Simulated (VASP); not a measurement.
**Sb: single point with PBEsol**

Crystal: Sb.

```
Sb
1.0
     0.00000    2.25890    2.30500
     2.25890    0.00000    2.30500
     2.25890    2.25890    0.00000
Sb
1
Direct
  0.00000 0.00000 0.00000
```

This cell differs from its parent crystal: equal xx and yy strain of -2 %.

| Item | Value |
| --- | --- |
| Program | VASP 6.6.1 |
| Task | single point |
| Functional | PBEsol |
| Potentials or basis | VASP PAW PBE potentials, release 64 (Sb) |
| Cutoff | 520 eV |
| k mesh | 12 × 12 × 12 |
| Occupations | fermi-dirac, width 0.05 eV |
| Spin | no spin polarisation |
| Dipole correction | no |
| Further INCAR settings | ALGO = Normal; EDIFF = 1e-06; NBANDS = 8 |

```json
{
  "Pressure": "9.3 GPa"
}
```

Levels at points of the mesh, in eV from the Fermi level:
```tsv
k point	band 1	band 2	band 3	band 4	band 5	band 6	band 7
(0.00, 0.00, 0.00)	-14.15	6.29	6.29	6.32	10.16	10.31	10.44
(0.50, 0.00, 0.00)	-9.59	-6.81	4.05	4.44	8.90	9.42	9.56
(0.50, 0.50, 0.00)	-7.77	-5.89	0.52	0.52	4.44	4.65	18.48
(0.50, 0.00, 0.50)	-7.44	-5.70	0.16	0.32	4.12	4.44	18.39
```

Wall time 9.4 s on 1 thread of Intel Xeon 6975P-C, on a shared host, peak memory 0.16 GiB.

Caveat: the cell differs from its parent crystal (equal xx and yy strain of -2 %); the PAW data sets were made with another functional, which shifts forces and pressure a little; spin-orbit coupling is left out, which moves the levels of the heavy elements.
